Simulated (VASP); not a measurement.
# SnSe (Pnma) in VASP: notebook

The runs below take SnSe through single point, with RPBE+D4, PBE, PBE+D3(BJ).

Program: VASP 6.6.1. These are calculated values, not measurements. Logs are shortened: lines on timing, memory, paths and dates and some standing lists are left out, and cuts for length are marked.

**What was measured.**

“Linear dichroism of the optical properties of SnS and SnSe van der Waals crystals”, 2024, arxiv:2409.17412 reports, for a bulk crystal of SnSe at 20 K: band gap 0.99 eV (indirect).

The results are compared with them further down.

**1. The cell of the first run**

Symmetry: Pnma, No. 62, orthorhombic system. The conventional cell has a = 11.754 Å, b = 4.213 Å, c = 4.509 Å, α = 90.00°, β = 90.00°, γ = 90.00°. Sn (site symmetry m) has 6 Se at 2.76 to 3.55 Å within 3.6 Å. Within 3.6 Å of Se (site symmetry m) lie 6 Sn at 2.76 to 3.55 Å.

**2. Single point, RPBE+D4**

INCAR

```
ALGO     = Normal         # electronic algorithm
EDIFF    = 1E-6           # SCF threshold, eV
ENCUT    = 520            # plane-wave cutoff, eV
GGA      = RP             # functional
ISIF     = 2              # what is computed and relaxed
ISMEAR   = -1             # smearing method
IVDW     = 13             # dispersion correction
LASPH    = True           # aspherical terms in the spheres
LCHARG   = False          # write CHGCAR
LREAL    = False          # projectors in reciprocal space
LWAVE    = False          # write WAVECAR
NBANDS   = 50             # bands
NELM     = 60             # most SCF steps
PREC     = Accurate       # precision mode
SIGMA    = 0.05           # smearing width, eV
```

KPOINTS

```
k-points
0
Gamma
  3 6 6
```

POSCAR

```
SnSe
1.0
   11.7543935909      0.0000000000      0.0000000000
    0.0000000000      4.2127163228      0.0000000000
    0.0000000000      0.0000000000      4.5094124356
Sn Se
4 4
Direct
    0.8742903448      0.7500000000      0.8896166610
    0.6257096552      0.2500000000      0.3896166610
    0.3742903448      0.7500000000      0.6103833390
    0.1257096552      0.2500000000      0.1103833390
    0.6419508127      0.7500000000      0.9766261495
    0.8580491873      0.2500000000      0.4766261495
    0.1419508127      0.7500000000      0.5233738505
    0.3580491873      0.2500000000      0.0233738505
```

Potentials or basis: VASP PAW PBE potentials, release 64 (Sn_d, Se).

Command:

```
$ cat potpaw_PBE.64/Sn_d/POTCAR potpaw_PBE.64/Se/POTCAR > POTCAR
$ mpirun -np 1 vasp_std > vasp.out
```

OUTCAR:

```text
EDIFF = 1E-6
   ENCUT = 520
   GGA = RP
   ISIF = 2
   ISMEAR = -1
   IVDW = 13
   LASPH = True
   LREAL = False
   NELM = 60
   PREC = Accurate

 ion  position               nearest neighbor table
   1  0.874  0.750  0.890-   5 2.76   6 2.82   6 2.82
   2  0.626  0.250  0.390-   6 2.76   5 2.82   5 2.82
   3  0.374  0.750  0.610-   7 2.76   8 2.82   8 2.82
   4  0.126  0.250  0.110-   8 2.76   7 2.82   7 2.82
   5  0.642  0.750  0.977-   1 2.76   2 2.82   2 2.82
   6  0.858  0.250  0.477-   2 2.76   1 2.82   1 2.82
   7  0.142  0.750  0.523-   3 2.76   4 2.82   4 2.82
   8  0.358  0.250  0.023-   4 2.76   3 2.82   3 2.82

  LATTYP: Found a simple orthorhombic cell.
 ALAT       =     4.2127163228
 B/A-ratio  =     1.0704286949
 C/A-ratio  =     2.7902172115

  Lattice vectors:

 A1 = (   0.0000000000,   4.2127163228,   0.0000000000)
 A2 = (   0.0000000000,   0.0000000000,   4.5094124356)
 A3 = (  11.7543935909,   0.0000000000,   0.0000000000)

Analysis of symmetry for initial positions (statically):
=====================================================================
 Subroutine PRICEL returns:
 Original cell was already a primitive cell.

 Routine SETGRP: Setting up the symmetry group for a
 simple orthorhombic supercell.

 Subroutine GETGRP returns: Found  8 space group operations
 (whereof  2 operations were pure point group operations)
 out of a pool of  8 trial point group operations.

The static configuration has the point symmetry S_2 .
 The point group associated with its full space group is D_2h.

Analysis of symmetry for dynamics (positions and initial velocities):
=====================================================================
 Subroutine PRICEL returns:
 Original cell was already a primitive cell.

 Routine SETGRP: Setting up the symmetry group for a
 simple orthorhombic supercell.

 Subroutine GETGRP returns: Found  8 space group operations
 (whereof  2 operations were pure point group operations)
 out of a pool of  8 trial point group operations.

The dynamic configuration has the point symmetry S_2 .
 The point group associated with its full space group is D_2h.

 Subroutine INISYM returns: Found  8 space group operations
 (whereof  2 operations are pure point group operations),
 and found     1 'primitive' translations

----------------------------------------------------------------------------------------

                                     Primitive cell

  volume of cell :     223.2968

  direct lattice vectors                    reciprocal lattice vectors
    11.754393591  0.000000000  0.000000000     0.085074572  0.000000000  0.000000000
     0.000000000  4.212716323  0.000000000     0.000000000  0.237376534  0.000000000
     0.000000000  0.000000000  4.509412436     0.000000000  0.000000000  0.221758381

  length of vectors
    11.754393591  4.212716323  4.509412436     0.085074572  0.237376534  0.221758381

  position of ions in fractional coordinates (direct lattice)
     0.874290345  0.750000000  0.889616661
     0.625709655  0.250000000  0.389616661
     0.374290345  0.750000000  0.610383339
     0.125709655  0.250000000  0.110383339
     0.641950813  0.750000000  0.976626149
     0.858049187  0.250000000  0.476626149
     0.141950813  0.750000000  0.523373851
     0.358049187  0.250000000  0.023373851

  ion indices of the primitive-cell ions
   primitive index   ion index
                 1           1
                 2           2
                 3           3
                 4           4
                 5           5
                 6           6
                 7           7
                 8           8

----------------------------------------------------------------------------------------

 KPOINTS: k-points

Automatic generation of k-mesh.
 Grid dimensions read from file:
 generate k-points for:    3    6    6

 Generating k-lattice:

  Cartesian coordinates                     Fractional coordinates (reciprocal lattice)
     0.028358191  0.000000000  0.000000000     0.333333333  0.000000000  0.000000000
     0.000000000  0.039562756  0.000000000     0.000000000  0.166666667  0.000000000
     0.000000000  0.000000000  0.036959730     0.000000000  0.000000000  0.166666667

  Length of vectors
     0.028358191  0.039562756  0.036959730

  Shift w.r.t. Gamma in fractional coordinates (k-lattice)
     0.000000000  0.000000000  0.000000000

 Subroutine IBZKPT returns following result:
 ===========================================

 Found     32 irreducible k-points:

 Following reciprocal coordinates:
            Coordinates               Weight
  0.000000  0.000000  0.000000      1.000000
  0.333333  0.000000  0.000000      2.000000
  0.000000  0.166667  0.000000      2.000000
  0.333333  0.166667  0.000000      4.000000
  0.000000  0.333333  0.000000      2.000000
  0.333333  0.333333  0.000000      4.000000
[... 16 lines left out ...]
  0.000000  0.500000  0.333333      2.000000
[... 30 lines left out ...]
   PSTRESS=    0.0 pullay stress
   NELECT =      80.0000    total number of electrons
   NUPDOWN=      -1.0000    fix difference up-down
   EMIN   =  10.00;   EMAX   =-10.00  energy-range for DOS
   EFERMI =   0.00;   METHOD = LEGACY
   ISMEAR =    -1;   SIGMA  =   0.05  broadening in eV -4-tet -1-fermi 0-gaus
   EFERMI_NEDOS =   21; number of points for ismear=-14 and -15
   IALGO  =     38    algorithm
   IMIX   =      4    mixing-type and parameters
     AMIX     =   0.40;   BMIX     =  1.00
     AMIX_MAG =   1.60;   BMIX_MAG =  1.00
  volume/ion in A,a.u.               =      27.91       188.36
  Fermi-wavevector in a.u.,A,eV,Ry     =   1.162726  2.197233 18.394146  1.351932
  Thomas-Fermi vector in A             =   2.299284
   LORBIT       =      0    0 simple, 1 ext, 2 COOP (PROOUT), +10 PAW based schemes
   GGA     = RP    functional components
   LHFCALC =     F    Hartree Fock is set to
   AEXX    =    0.0000 exact exchange contribution
   IVDW    =    13    specifies the selected vdW correction
   LEPSILON=     F    determine dielectric tensor
   LRPA    =     F    only Hartree local field effects (RPA)
 non-spin polarized calculation
  energy-cutoff  :      520.00
  volume of cell :      223.30
 maximum number of plane-waves:      6051
 NGX is ok and might be reduce to    90
   NGX = 43   NGY = 15   NGZ = 17

 number of electron      80.0000010 magnetization

 Free energy of the ion-electron system (eV)
  ---------------------------------------------------
  ext. energy  EPLUGINS =         0.00000000
  ---------------------------------------------------
  free energy    TOTEN  =       -30.09960075 eV

  energy without entropy =      -30.09956399  energy(sigma->0) =      -30.09958237

 E-fermi :   5.4753     XC(G=0):  -9.3535

 val. band max:        5.1365916324   @ k =   0.0000   0.0000   0.3333
 cond. band min:       5.8126547934   @ k =   0.0000   0.3333   0.0000
 fundamental gap:      0.6760631610
 Fermi energy:         5.4752974922

 k-point     1 :       0.0000    0.0000    0.0000
  band No.  band energies     occupation
      1     -16.2809      2.00000
      2     -16.2744      2.00000
      3     -16.2690      2.00000
      4     -16.2684      2.00000
      5     -16.2672      2.00000
      6     -16.2656      2.00000
[... 42 lines left out ...]
     49       9.8297      0.00000
     50       9.9373      0.00000

 k-point     2 :       0.3333    0.0000    0.0000
  band No.  band energies     occupation
      1     -16.2793      2.00000
      2     -16.2761      2.00000
      3     -16.2687      2.00000
      4     -16.2679      2.00000
      5     -16.2678      2.00000
      6     -16.2667      2.00000
[... 42 lines left out ...]
     49       9.9042      0.00000
     50       9.9420      0.00000

 k-point     3 :       0.0000    0.1667    0.0000
  band No.  band energies     occupation
      1     -16.2768      2.00000
      2     -16.2728      2.00000
      3     -16.2705      2.00000
      4     -16.2686      2.00000
      5     -16.2658      2.00000
      6     -16.2651      2.00000
[... 1102 lines left out ...]
     49       9.9408      0.00000
     50       9.9408      0.00000

 k-point    24 :       0.3333    0.5000    0.3333
  band No.  band energies     occupation
      1     -16.2839      2.00000
      2     -16.2839      2.00000
      3     -16.2823      2.00000
      4     -16.2823      2.00000
      5     -16.2574      2.00000
      6     -16.2574      2.00000
[... 42 lines left out ...]
     49      10.3814      0.00000
     50      10.3947      0.00000

 [... further k-points ...]

------------------------ aborting loop because EDIFF is reached ----------------------------------------

  DFT-D4 for vdW energy calculation

  Edisp (eV):   -6.27625

  FORCE on cell =-STRESS in cart. coord.  units (eV):
  Direction    XX          YY          ZZ          XY          YZ          ZX
  --------------------------------------------------------------------------------------
  -------------------------------------------------------------------------------------
  Total      -0.00680     0.02454     0.00992     0.00000     0.00000     0.00000
  in kB      -0.04878     0.17609     0.07121     0.00000     0.00000     0.00000
  external pressure =        0.07 kB  Pullay stress =        0.00 kB

 VOLUME and BASIS-vectors are now :
 -----------------------------------------------------------------------------
  energy-cutoff  :      520.00
  volume of cell :      223.30
      direct lattice vectors                 reciprocal lattice vectors
    11.754393591  0.000000000  0.000000000     0.085074572  0.000000000  0.000000000
     0.000000000  4.212716323  0.000000000     0.000000000  0.237376534  0.000000000
     0.000000000  0.000000000  4.509412436     0.000000000  0.000000000  0.221758381

 POSITION                                       TOTAL-FORCE (eV/Angst)
 -----------------------------------------------------------------------------------
     10.27675      3.15954      4.01165         0.013212      0.000000      0.007998
      7.35484      1.05318      1.75694        -0.013212      0.000000      0.007998
      4.39956      3.15954      2.75247         0.013212      0.000000     -0.007998
      1.47764      1.05318      0.49776        -0.013212     -0.000000     -0.007998
      7.54574      3.15954      4.40401        -0.007458      0.000000     -0.010382
     10.08585      1.05318      2.14930         0.007458     -0.000000     -0.010382
      1.66855      3.15954      2.36011        -0.007458      0.000000      0.010382
      4.20865      1.05318      0.10540         0.007458      0.000000      0.010382
 -----------------------------------------------------------------------------------
    total drift:                               -0.000000      0.000000      0.000000

  FREE ENERGIE OF THE ION-ELECTRON SYSTEM (eV)
  ---------------------------------------------------
  free  energy   TOTEN  =       -36.3758552144 eV

  energy  without entropy=      -36.3758184610  energy(sigma->0) =      -36.37583684
```

Run time: 12 min. Hardware: 1 thread of Oxide Virtual Turin-like, shared host; peak memory 0.43 GiB.

Results:

```yaml
Free_energy: -36.3759 eV
Pressure: 0.0 GPa
Largest_force: 0.015 eV/Å
Band_gap_on_the_k_mesh: 0.68 eV (least direct gap 0.85 eV)
Dispersion_energy_per_atom: -0.785 eV
```

Forces on the atoms (eV/Å):
```
Sn   0.013  0.000  0.008
Sn  -0.013  0.000  0.008
Sn   0.013  0.000 -0.008
Sn  -0.013  0.000 -0.008
Se  -0.007  0.000 -0.010
Se   0.007  0.000 -0.010
Se  -0.007  0.000  0.010
Se   0.007  0.000  0.010
```

Levels at points of the mesh, in eV from the valence-band top:
```csv
k point,band 37,band 38,band 39,band 40,band 41,band 42,band 43,band 44
"(0.00, 0.00, 0.00)",-1.65,-1.23,-0.79,-0.60,0.87,2.87,2.94,3.01
"(0.00, 0.50, 0.00)",-0.90,-0.90,-0.73,-0.73,1.07,1.07,1.24,1.24
"(0.00, 0.00, 0.50)",-0.69,-0.69,-0.26,-0.26,1.24,1.24,1.58,1.58
"(0.00, 0.50, 0.50)",-2.18,-2.18,-1.42,-1.42,2.71,2.71,3.13,3.13
```

Caveat: semilocal functionals underestimate gaps, and a narrow one can read as zero; the PAW data sets were made with another functional, which shifts forces and pressure a little; spin-orbit coupling is left out, which moves the levels of the heavy elements.

**3. Single point, PBE**

This run uses another cell than the first one, of 27.21 Å³/atom.

INCAR

```
PREC     = Accurate       # precision mode
ENCUT    = 520            # plane-wave cutoff, eV
EDIFF    = 1E-6           # SCF threshold, eV
ISMEAR   = -1             # smearing method
SIGMA    = 0.05           # smearing width, eV
LREAL    = False          # projectors in reciprocal space
LASPH    = True           # aspherical terms in the spheres
NELM     = 100            # most SCF steps
ALGO     = Normal         # electronic algorithm
ISIF     = 2              # what is computed and relaxed
LWAVE    = False          # write WAVECAR
LCHARG   = False          # write CHGCAR
GGA      = PE             # functional
NBANDS   = 50             # bands
```

KPOINTS

```
Automatic mesh
0
Gamma
  3 6 6
```

POSCAR

```
SnSe
1.0
   11.4956313432      0.0000000000      0.0000000000
    0.0000000000      4.2177491531      0.0000000000
    0.0000000000      0.0000000000      4.4895372846
Sn Se
4 4
Direct
    0.8770000000      0.7500000000      0.9090000000
    0.6230000000      0.2500000000      0.4090000000
    0.3770000000      0.7500000000      0.5910000000
    0.1230000000      0.2500000000      0.0910000000
    0.6430000000      0.7500000000      0.9840000000
    0.8570000000      0.2500000000      0.4840000000
    0.1430000000      0.7500000000      0.5160000000
    0.3570000000      0.2500000000      0.0160000000
```

Potentials or basis: VASP PAW PBE potentials, release 64 (Sn_d, Se).

Command:

```
$ cat potpaw_PBE.64/Sn_d/POTCAR potpaw_PBE.64/Se/POTCAR > POTCAR
$ mpirun -np 1 vasp_std > vasp.out
```

Wall time 11 min (1 thread of Oxide Virtual Turin-like, shared host); peak memory 0.44 GiB.

It converged, with:

```
Free energy            : -32.8231 eV
Pressure               : 1.3 GPa
Largest force          : 0.222 eV/Å
Band gap on the k mesh : 0.55 eV (least direct gap 0.72 eV)
```

Forces in eV/Å, atoms in the order of the input:
```
Sn   0.213  0.000 -0.064
Sn  -0.213  0.000 -0.064
Sn   0.213  0.000  0.064
Sn  -0.213  0.000  0.064
Se  -0.188  0.000  0.065
Se   0.188  0.000  0.065
Se  -0.188  0.000 -0.065
Se   0.188  0.000 -0.065
```

Stress tensor (GPa, compression positive):
```
3.02 0.00 0.00
0.00 0.57 0.00
0.00 0.00 0.38
```

Levels at points of the mesh, in eV from the valence-band top:
```tsv
k point	band 36	band 37	band 38	band 39	band 40	band 41	band 42	band 43	band 44	band 45
(0.00, 0.00, 0.00)	-1.76	-1.49	-1.17	-0.74	-0.54	0.82	2.94	3.08	3.12	3.33
(0.00, 0.50, 0.00)	-1.64	-0.99	-0.99	-0.73	-0.73	0.95	0.95	1.35	1.35	1.69
(0.00, 0.00, 0.50)	-1.43	-0.75	-0.75	-0.31	-0.31	1.26	1.26	1.61	1.61	1.61
(0.00, 0.50, 0.50)	-3.08	-2.17	-2.17	-1.46	-1.46	2.85	2.85	3.09	3.09	4.87
```

Caveat: semilocal functionals underestimate gaps, and a narrow one can read as zero; spin-orbit coupling is left out, which moves the levels of the heavy elements. A k mesh can miss the band edges.

**4. Single point, PBE+D3(BJ)**

This run uses another cell than the first one, of 27.74 Å³/atom.

INCAR

```
ALGO     = Normal         # electronic algorithm
EDIFF    = 1E-6           # SCF threshold, eV
ENCUT    = 520            # plane-wave cutoff, eV
GGA      = PE             # functional
ISIF     = 2              # what is computed and relaxed
ISMEAR   = -1             # smearing method
IVDW     = 12             # dispersion correction
LASPH    = True           # aspherical terms in the spheres
LCHARG   = True           # write CHGCAR
LELF     = True           # ELF
LREAL    = False          # projectors in reciprocal space
LVHAR    = True         
LWAVE    = False          # write WAVECAR
NBANDS   = 50             # bands
NELM     = 80             # most SCF steps
PREC     = Accurate       # precision mode
SIGMA    = 0.05           # smearing width, eV
```

KPOINTS

```
k-points
0
Gamma
  3 6 6
```

Edit POSCAR of step 3 so:

```diff
@@ -2,5 +2,5 @@
 1.0
-   11.4956313432      0.0000000000      0.0000000000
-    0.0000000000      4.2177491531      0.0000000000
-    0.0000000000      0.0000000000      4.4895372846
+   11.5702803916      0.0000000000      0.0000000000
+    0.0000000000      4.2451379020      0.0000000000
+    0.0000000000      0.0000000000      4.5186909410
 Sn Se
```

Command:

```
$ cat potpaw_PBE.64/Sn_d/POTCAR potpaw_PBE.64/Se/POTCAR > POTCAR
$ mpirun -np 1 vasp_std > vasp.out
```

Wall time 10 min (1 thread of Oxide Virtual Turin-like, shared host); peak memory 0.45 GiB.

The run converged. Its results:

* Free energy: -35.6360 eV
* Pressure: -1.6 GPa
* Largest force: 0.155 eV/Å
* Band gap on the k mesh: 0.56 eV (least direct gap 0.73 eV)
* Dispersion energy per atom: -0.349 eV

Forces on the atoms (eV/Å):
```
Sn   0.097  0.000 -0.121
Sn  -0.097  0.000 -0.121
Sn   0.097  0.000  0.121
Sn  -0.097  0.000  0.121
Se  -0.106  0.000  0.113
Se   0.106  0.000  0.113
Se  -0.106  0.000 -0.113
Se   0.106  0.000 -0.113
```

Stress tensor (GPa, compression positive):
```
 0.00  0.00  0.00
 0.00 -2.24  0.00
 0.00  0.00 -2.43
```

Levels at points of the mesh, in eV from the valence-band top:
| k point | band 37 | band 38 | band 39 | band 40 | band 41 | band 42 | band 43 | band 44 |
| --- | --- | --- | --- | --- | --- | --- | --- | --- |
| (0.00, 0.00, 0.00) | -1.42 | -1.14 | -0.70 | -0.51 | 0.86 | 2.94 | 3.13 | 3.18 |
| (0.00, 0.50, 0.00) | -0.96 | -0.96 | -0.71 | -0.71 | 0.99 | 0.99 | 1.32 | 1.32 |
| (0.00, 0.00, 0.50) | -0.72 | -0.72 | -0.30 | -0.30 | 1.28 | 1.28 | 1.57 | 1.57 |
| (0.00, 0.50, 0.50) | -2.10 | -2.10 | -1.41 | -1.41 | 2.84 | 2.84 | 3.08 | 3.08 |

Caveat: semilocal functionals underestimate gaps, and a narrow one can read as zero; spin-orbit coupling is left out, which moves the levels of the heavy elements. A k mesh can miss the band edges.

**5. Summary**

```tsv
level	cell	gap on the mesh (eV)	pressure (GPa)	largest force (eV/Å)
RPBE+D4	a = 11.754, b = 4.213, c = 4.509 Å, 8 atoms, atomic positions A	0.68	0.0	0.02
PBE	a = 11.496, b = 4.218, c = 4.490 Å, 8 atoms, atomic positions B	0.55	1.3	0.22
PBE+D3(BJ)	a = 11.570, b = 4.245, c = 4.519 Å, 8 atoms, atomic positions B	0.56	-1.6	0.16
```

Alike in all rows: task single point; potentials or basis VASP PAW PBE potentials, release 64 (Sn_d, Se); no spin polarisation; k mesh 3 × 6 × 6; cutoff (eV) 520; smearing fermi-dirac 0.05 eV.

Caveats: semilocal functionals underestimate gaps, and a narrow one can read as zero; spin-orbit coupling is left out, which moves the levels of the heavy elements; the PAW data sets were made with another functional, which shifts forces and pressure a little (at least some runs).

Absolute energies hang on the potentials; compare differences alone.

**6. Comparison with measurements**

Step 2. A measured gap of SnSe is 0.99 eV (indirect; 20 K; “Linear dichroism of the optical properties of SnS and SnSe van der Waals crystals”, 2024, arxiv:2409.17412); the calculated 0.68 eV misses it by -0.31 eV. 2 values of this kind are on record (0.89 to 0.99 eV); this one was drawn at random. Spin-orbit coupling on Se, Sn is left out. The value is that of RPBE+D4 on a finite k mesh, which can miss the band edges, without temperature or zero-point motion. Semilocal functionals fall short of measured gaps as a rule.
